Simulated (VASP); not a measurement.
SiC5N8, 14 atoms in the cell. Symmetry: Pm, No. 6, monoclinic system. The conventional cell has a = 6.555 Å, b = 2.493 Å, c = 6.647 Å, α = 90.00°, β = 118.76°, γ = 90.00°. C (site symmetry m) has 4 N at 1.46 to 1.47 Å within 1.9 Å. Within 2.0 Å of C (site symmetry m) lie 4 N at 1.47 to 1.56 Å. Within 1.9 Å of C (site symmetry m) lie 4 N at 1.39 to 1.49 Å. Within 2.0 Å of C (site symmetry m) lie 4 N at 1.50 to 1.51 Å. C (site symmetry m) has 4 N at 1.44 to 1.51 Å within 1.9 Å. Within 2.2 Å of Si (site symmetry m) lie 4 N at 1.62 to 1.67 Å. Within 1.9 Å of N (site symmetry m) lie 3 C at 1.44 to 1.51 Å. N (site symmetry m) has 2 C at 1.47 to 1.49 Å and 1 Si at 1.67 Å within 2.0 Å. 

* Program: VASP 6.6.1
* Task: single point
* Functional: PBE
* Potentials or basis: VASP PAW PBE potentials, release 64 (C, Si, N)
* Cutoff: 520 eV
* k mesh: 4 × 10 × 4
* Occupations: fermi-dirac, width 0.02 eV
* Spin: no spin polarisation
* Dipole correction: no
* Further INCAR settings: ALGO = Normal; EDIFF = 1e-06; NBANDS = 45

Potentials or basis: VASP PAW PBE potentials, release 64 (C, Si, N).

Run with:

```sh
$ cat potpaw_PBE.64/C/POTCAR potpaw_PBE.64/Si/POTCAR potpaw_PBE.64/N/POTCAR > POTCAR
$ mpirun -np 1 vasp_std > vasp.out
```

Hardware: 1 thread of Intel(R) Xeon(R) Platinum 8488C (Sapphire Rapids) (shared host).

Question: How long does it take, and how much memory?

Answer: It took 4.2 min on 1 thread of Intel(R) Xeon(R) Platinum 8488C (Sapphire Rapids) (shared host), peak memory 0.33 GiB. Counts: scf iterations 15, k points 60.
